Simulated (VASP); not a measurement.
# La2O3 (P-3m1) in VASP: a series of runs

Aim: see how the results for La2O3 move with the level of theory and the settings. Levels: revPBE, PBE, BLYP, PBEsol, RPBE. Tasks: single point.

Program: VASP 6.6.1. These are calculated values, not measurements. Logs are shortened: lines on timing, memory, paths and dates and some standing lists are left out, and cuts for length are marked.

### 1 The cell of the first run

Symmetry: P-3m1, No. 164, trigonal system. Conventional cell: a = 3.931 Å, b = 3.931 Å, c = 6.112 Å, α = 90.00°, β = 90.00°, γ = 120.00°. La (site symmetry 3m) has 7 O at 2.36 to 2.72 Å within 3.1 Å. Within 3.2 Å of O (site symmetry 3m) lie 4 La at 2.36 to 2.44 Å and 6 O at 2.89 to 3.14 Å. O (site symmetry -3m) has 6 La at 2.72 Å and 6 O at 3.14 Å within 3.6 Å.

### 2 Single point, revPBE

Contents of INCAR:

```
PREC     = Accurate       # precision mode
ENCUT    = 520            # plane-wave cutoff, eV
EDIFF    = 1E-6           # SCF threshold, eV
ISMEAR   = 0              # smearing method
SIGMA    = 0.01           # smearing width, eV
LREAL    = False          # projectors in reciprocal space
LASPH    = True           # aspherical terms in the spheres
NELM     = 100            # most SCF steps
ALGO     = Normal         # electronic algorithm
ISIF     = 2              # what is computed and relaxed
LWAVE    = False          # write WAVECAR
LCHARG   = False          # write CHGCAR
GGA      = RE             # functional
NBANDS   = 28             # bands
```

Contents of KPOINTS:

```
Automatic mesh
0
Gamma
  6 6 4
```

Contents of POSCAR:

```
La2O3
1.0
    3.9307778800      0.0000000000      0.0000000000
   -1.9653889400      3.4041535000      0.0000000000
    0.0000000000      0.0000000000      6.1119535200
La O
2 3
Direct
    0.6666666698      0.3333333294      0.7537643202
    0.3333333302      0.6666666706      0.2462356798
    0.6666666698      0.3333333294      0.3541093503
    0.3333333302      0.6666666706      0.6458906497
    0.0000000000      0.0000000000      0.0000000000
```

Potentials or basis: VASP PAW PBE potentials, release 64 (La, O).

The run is started by

```console
cat potpaw_PBE.64/La/POTCAR potpaw_PBE.64/O/POTCAR > POTCAR
mpirun -np 1 vasp_std > vasp.out
```

OUTCAR:

```text
PREC = Accurate
   ENCUT = 520
   EDIFF = 1E-6
   ISMEAR = 0
   LREAL = False
   LASPH = True
   NELM = 100
   ISIF = 2
   GGA = RE

 ion  position               nearest neighbor table
   1  0.667  0.333  0.754-   4 2.36   4 2.36   4 2.36   3 2.44   5 2.72   5 2.72   5 2.72
   2  0.333  0.667  0.246-   3 2.36   3 2.36   3 2.36   4 2.44   5 2.72   5 2.72   5 2.72
   3  0.667  0.333  0.354-   2 2.36   2 2.36   2 2.36   1 2.44
   4  0.333  0.667  0.646-   1 2.36   1 2.36   1 2.36   2 2.44
   5  0.000  0.000  0.000-   1 2.72   2 2.72   1 2.72   2 2.72   1 2.72   2 2.72

  LATTYP: Found a hexagonal cell.
 ALAT       =     3.9307778800
 C/A-ratio  =     1.5548966913

  Lattice vectors:

 A1 = (   3.9307778800,   0.0000000000,   0.0000000000)
 A2 = (  -1.9653889400,   3.4041535000,   0.0000000000)
 A3 = (   0.0000000000,   0.0000000000,   6.1119535200)

Analysis of symmetry for initial positions (statically):
=====================================================================
 Subroutine PRICEL returns:
 Original cell was already a primitive cell.

 Routine SETGRP: Setting up the symmetry group for a
 hexagonal supercell.

 Subroutine GETGRP returns: Found 12 space group operations
 (whereof 12 operations were pure point group operations)
 out of a pool of 24 trial point group operations.

The static configuration has the point symmetry D_3d.

Analysis of symmetry for dynamics (positions and initial velocities):
=====================================================================
 Subroutine PRICEL returns:
 Original cell was already a primitive cell.

 Routine SETGRP: Setting up the symmetry group for a
 hexagonal supercell.

 Subroutine GETGRP returns: Found 12 space group operations
 (whereof 12 operations were pure point group operations)
 out of a pool of 24 trial point group operations.

The dynamic configuration has the point symmetry D_3d.

 Subroutine INISYM returns: Found 12 space group operations
 (whereof 12 operations are pure point group operations),
 and found     1 'primitive' translations

----------------------------------------------------------------------------------------

                                     Primitive cell

  volume of cell :      81.7839

[... 83 lines left out ...]
 SYSTEM =  unknown system
   PREC   = accura    normal or accurate (medium, high low for compatibility)
   ISTART =      0    job   : 0-new  1-cont  2-samecut
   ICHARG =      2    charge: 1-file 2-atom 10-const
   ISPIN  =      1    spin polarized calculation?
   LNONCOLLINEAR =      F non collinear calculations
   LSORBIT =      F    spin-orbit coupling
   LASPH  =      T    aspherical Exc in radial PAW
   ENCUT  =  520.0 eV  38.22 Ry    6.18 a.u.   7.31  7.31 11.36*2*pi/ulx,y,z
   NELM   =    100;   NELMIN=  2; NELMDL= -5     # of ELM steps
   EDIFF  = 0.1E-05   stopping-criterion for ELM
   LREAL  =      F    real-space projection
[... 7 lines left out ...]
   TEBEG  =    0.0;   TEEND  =   0.0 temperature during run
   PSTRESS=    0.0 pullay stress
   NELECT =      40.0000    total number of electrons
   NUPDOWN=      -1.0000    fix difference up-down
   EMIN   =  10.00;   EMAX   =-10.00  energy-range for DOS
   EFERMI =   0.00;   METHOD = LEGACY
   ISMEAR =     0;   SIGMA  =   0.01  broadening in eV -4-tet -1-fermi 0-gaus
   EFERMI_NEDOS =   21; number of points for ismear=-14 and -15
   IALGO  =     38    algorithm
   IMIX   =      4    mixing-type and parameters
     AMIX     =   0.40;   BMIX     =  1.00
     AMIX_MAG =   1.60;   BMIX_MAG =  1.00
  volume/ion in A,a.u.               =      16.36       110.38
  Fermi-wavevector in a.u.,A,eV,Ry     =   1.289849  2.437462 22.636161  1.663711
  Thomas-Fermi vector in A             =   2.421717
   LORBIT       =      0    0 simple, 1 ext, 2 COOP (PROOUT), +10 PAW based schemes
   GGA     = RE    functional components
   LHFCALC =     F    Hartree Fock is set to
   AEXX    =    0.0000 exact exchange contribution
   IVDW    =     0    specifies the selected vdW correction
   LEPSILON=     F    determine dielectric tensor
   LRPA    =     F    only Hartree local field effects (RPA)
 non-spin polarized calculation
 Gauss-broadening in eV      SIGMA  =   0.01
  energy-cutoff  :      520.00
  volume of cell :       81.78
 maximum number of plane-waves:      2225
 NGX is ok and might be reduce to    30
   NGX = 15   NGY = 15   NGZ = 23

 number of electron      39.9999992 magnetization

 Free energy of the ion-electron system (eV)
  ---------------------------------------------------
  ext. energy  EPLUGINS =         0.00000000
  ---------------------------------------------------
  free energy    TOTEN  =       -40.11862947 eV

  energy without entropy =      -40.11862947  energy(sigma->0) =      -40.11862947

 E-fermi :   6.2078     XC(G=0): -10.3082

 val. band max:        6.0931218570   @ k =   0.5000   0.0000   0.5000
 cond. band min:      10.0013625830   @ k =   0.5000   0.0000   0.0000
 fundamental gap:      3.9082407261
 Fermi energy:         6.2078410560

 k-point     1 :       0.0000    0.0000    0.0000
  band No.  band energies     occupation
      1     -23.7757      2.00000
      2     -23.5339      2.00000
      3     -10.9132      2.00000
      4      -9.6807      2.00000
      5      -9.2177      2.00000
      6      -7.2481      2.00000
[... 733 lines left out ...]
     27      11.4467      0.00000
     28      11.4784      0.00000

------------------------ aborting loop because EDIFF is reached ----------------------------------------

  FORCE on cell =-STRESS in cart. coord.  units (eV):
  Direction    XX          YY          ZZ          XY          YZ          ZX
  --------------------------------------------------------------------------------------
  -------------------------------------------------------------------------------------
  Total        1.9060642      1.9060642      2.0691372      0.0000000      0.0000000      0.0000000
  in kB       37.3405260     37.3405260     40.5351869      0.0000000      0.0000000      0.0000000
  external PRESSURE =      38.4054130 kB  Pullay stress =       0.0000000 kB

 VOLUME and BASIS-vectors are now :
 -----------------------------------------------------------------------------
  energy-cutoff  :      520.00
  volume of cell :       81.78
      direct lattice vectors                 reciprocal lattice vectors
     3.930777880  0.000000000  0.000000000     0.254402571  0.146879393  0.000000000
    -1.965388940  3.404153500  0.000000000     0.000000000  0.293758786  0.000000000
     0.000000000  0.000000000  6.111953520     0.000000000  0.000000000  0.163613810

 POSITION                                       TOTAL-FORCE (eV/Angst)
 -----------------------------------------------------------------------------------
      1.96539      1.13472      4.60697        -0.000000     -0.000000      0.028961
     -0.00000      2.26944      1.50498        -0.000000      0.000000     -0.028961
      1.96539      1.13472      2.16430         0.000000      0.000000     -0.019472
     -0.00000      2.26944      3.94765        -0.000000      0.000000      0.019472
      0.00000      0.00000      0.00000         0.000000      0.000000     -0.000000
 -----------------------------------------------------------------------------------
    total drift:                                0.000000     -0.000000     -0.000000

  FREE ENERGIE OF THE ION-ELECTRON SYSTEM (eV)
  ---------------------------------------------------
  free  energy   TOTEN  =       -40.1186294736 eV

  energy  without entropy=      -40.1186294736  energy(sigma->0) =      -40.11862947
```

Wall time 54 s (1 thread of Intel Xeon 6975P-C (Granite Rapids), shared host); peak memory 0.22 GiB.

What came out:

| Quantity | Value |
| --- | --- |
| Free energy | -40.1186 eV |
| Pressure | 3.8 GPa |
| Largest force | 0.029 eV/Å |
| Band gap on the k mesh | 3.91 eV (least direct gap 4.06 eV) |

Forces on the atoms (eV/Å):
```
La   0.000  0.000  0.029
La   0.000  0.000 -0.029
O    0.000  0.000 -0.019
O    0.000  0.000  0.019
O    0.000  0.000  0.000
```

Stress tensor (GPa, compression positive):
```
3.73 0.00 0.00
0.00 3.73 0.00
0.00 0.00 4.05
```

Levels at points of the mesh, in eV from the valence-band top:
```tsv
k point	band 16	band 17	band 18	band 19	band 20	band 21	band 22	band 23	band 24	band 25
(0.00, 0.00, 0.00)	-2.08	-1.64	-0.38	-0.38	-0.11	4.39	4.61	4.61	5.22	5.34
(0.50, 0.00, 0.00)	-0.74	-0.74	-0.67	-0.42	-0.30	3.91	4.73	5.14	5.19	5.24
(0.00, 0.00, 0.50)	-1.89	-1.00	-0.76	-0.28	-0.28	4.71	4.73	4.73	4.98	5.36
(0.50, 0.00, 0.50)	-0.99	-0.96	-0.70	-0.37	0.00	4.42	4.67	5.04	5.17	5.25
```

Caveat: the cell stands under pressure; the PAW data sets were made with another functional, which shifts forces and pressure a little; spin-orbit coupling is left out, which moves the levels of the heavy elements.

### 3 Single point, PBE

Contents of INCAR:

```
ALGO = Normal
EDIFF = 1E-7
ENCUT = 520
GGA = PE
ISIF = 2
ISMEAR = 0
LASPH = True
LCHARG = False
LREAL = False
LWAVE = False
NBANDS = 28
NELM = 60
PREC = Accurate
SIGMA = 0.01
```

Contents of KPOINTS:

```
k-points
0
Gamma
  6 6 4
```

POSCAR is that of step 2.

Potentials or basis: VASP PAW PBE potentials, release 64 (La, O).

The run is started by

```console
cat potpaw_PBE.64/La/POTCAR potpaw_PBE.64/O/POTCAR > POTCAR
mpirun -np 1 vasp_std > vasp.out
```

It took 69 s on 1 thread of Intel Xeon 6975P-C (Granite Rapids), shared host; peak memory 0.22 GiB.

It converged, with:

```
Free energy            : -41.8174 eV
Pressure               : 1.6 GPa
Largest force          : 0.011 eV/Å
Band gap on the k mesh : 3.86 eV (least direct gap 3.98 eV)
```

Forces on the atoms (eV/Å):
```
La   0.000  0.000  0.002
La   0.000  0.000 -0.002
O    0.000  0.000 -0.011
O    0.000  0.000  0.011
O    0.000  0.000  0.000
```

Stress tensor (GPa, compression positive):
```
1.49 0.00 0.00
0.00 1.49 0.00
0.00 0.00 1.82
```

Levels at points of the mesh, in eV from the valence-band top:
```
           k point  band 16  band 17  band 18  band 19  band 20  band 21  band 22  band 23  band 24  band 25
(0.00, 0.00, 0.00)    -2.08    -1.65    -0.38    -0.38    -0.12     4.31     4.60     4.60     5.17     5.37
(0.50, 0.00, 0.00)    -0.75    -0.73    -0.66    -0.42    -0.30     3.86     4.71     5.17     5.20     5.27
(0.00, 0.00, 0.50)    -1.89    -1.00    -0.78    -0.28    -0.28     4.69     4.73     4.73     4.97     5.39
(0.50, 0.00, 0.50)    -0.99    -0.96    -0.70    -0.37     0.00     4.41     4.63     5.06     5.20     5.27
```

Caveat: spin-orbit coupling is left out, which moves the levels of the heavy elements. A k mesh can miss the band edges.

### 4 Single point, BLYP

Contents of INCAR:

```
SYSTEM = La2O3
PREC     = Accurate       ! precision mode
ENCUT    = 520            ! plane-wave cutoff, eV
EDIFF    = 1E-7           ! SCF threshold, eV
ISMEAR   = 0              ! smearing method
SIGMA    = 0.01           ! smearing width, eV
LREAL    = .False.        ! projectors in reciprocal space
LASPH    = .True.         ! aspherical terms in the spheres
NELM     = 100            ! most SCF steps
ALGO     = Normal         ! electronic algorithm
ISIF     = 2              ! what is computed and relaxed
LWAVE    = .False.        ! write WAVECAR
LCHARG   = .True.         ! write CHGCAR
GGA      = B5             ! functional
ALDAX    = 1.0          
AGGAX    = 1.0          
AGGAC    = 1.0          
ALDAC    = 0.0          
LELF     = .True.         ! ELF
LVHAR    = .True.       
NBANDS   = 28             ! bands
```

Contents of KPOINTS:

```
Automatic mesh
0
Gamma
  6 6 4
  0 0 0
```

POSCAR is that of step 3.

The run is started by

```console
cat potpaw_PBE.64/La/POTCAR potpaw_PBE.64/O/POTCAR > POTCAR
mpirun -np 1 vasp_std > vasp.out
```

Wall time 2.8 min (1 thread of Intel Xeon 6975P-C (Granite Rapids), shared host); peak memory 0.23 GiB.

The run converged. Its results:

```
Free energy            : -39.9971 eV
Pressure               : 6.6 GPa
Largest force          : 0.140 eV/Å
Band gap on the k mesh : 3.91 eV (least direct gap 4.06 eV)
```

Forces on the atoms (eV/Å):
```
La   0.000  0.000  0.140
La   0.000  0.000 -0.140
O    0.000  0.000 -0.009
O    0.000  0.000  0.009
O    0.000  0.000  0.000
```

Stress tensor (GPa, compression positive):
```
6.48 0.00 0.00
0.00 6.48 0.00
0.00 0.00 6.83
```

Levels at points of the mesh, in eV from the valence-band top:
```csv
k point,band 17,band 18,band 19,band 20,band 21,band 22,band 23,band 24
"(0.00, 0.00, 0.00)",-1.62,-0.38,-0.38,-0.12,4.31,4.58,4.58,5.16
"(0.50, 0.00, 0.00)",-0.71,-0.66,-0.41,-0.29,3.91,4.62,4.99,5.08
"(0.00, 0.00, 0.50)",-0.99,-0.76,-0.29,-0.29,4.58,4.65,4.65,4.87
"(0.50, 0.00, 0.50)",-0.95,-0.68,-0.37,0.00,4.37,4.58,4.90,5.02
```

Caveat: the cell stands under pressure; the PAW data sets were made with another functional, which shifts forces and pressure a little; spin-orbit coupling is left out, which moves the levels of the heavy elements.

(Part 1 of 2 ends here.)
